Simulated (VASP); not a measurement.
Here is a VASP 6.6.1 calculation.

POSCAR

```
Sb
1.0
    2.1962527066     -2.2005543202      0.0000000000
    2.1962527066      2.2005543202      0.0000000000
    0.0000000000      0.0000000000      3.1104647951
Sb
1
Direct
    0.5000000000      0.5000000000      0.5000000000
```

The input INCAR.step1:

```
  PREC = Accurate
  ENCUT = 520
  ISMEAR = 0
  SIGMA = 0.1
  LREAL = False
  LASPH = True
  NELM = 60
  NBANDS = 8
  GGA = PE
  ALGO = Normal
  EDIFF = 1E-4
  LWAVE = True
  LCHARG = False
```

INCAR.step2

```
  PREC = Accurate
  ENCUT = 520
  EDIFF = 1E-7
  ISMEAR = 0
  SIGMA = 0.1
  LREAL = False
  LASPH = True
  NELM = 60
  ALGO = Normal
  ISIF = 2
  LWAVE = False
  LCHARG = False
  METAGGA = R2SCAN
  LMIXTAU = True
  NBANDS = 8
  ISTART = 1
```

The input KPOINTS:

```
Automatic mesh
0
Gamma
  18 18 18
```

Potentials or basis: VASP PAW PBE potentials, release 64 (Sb).

Run with:

```bash
$ cat potpaw_PBE.64/Sb/POTCAR > POTCAR
$ cp INCAR.step1 INCAR
$ mpirun -np 1 vasp_std > vasp.out
$ cp INCAR.step2 INCAR
$ mpirun -np 1 vasp_std > vasp.out
```

Predict the band gap on the k mesh.

zero (an odd number of electrons rules out a gap without spin polarisation).

Predict the pressure.

-1.2 GPa.

Caveat: the PAW data sets were made with another functional, which shifts forces and pressure a little; spin-orbit coupling is left out, which moves the levels of the heavy elements.
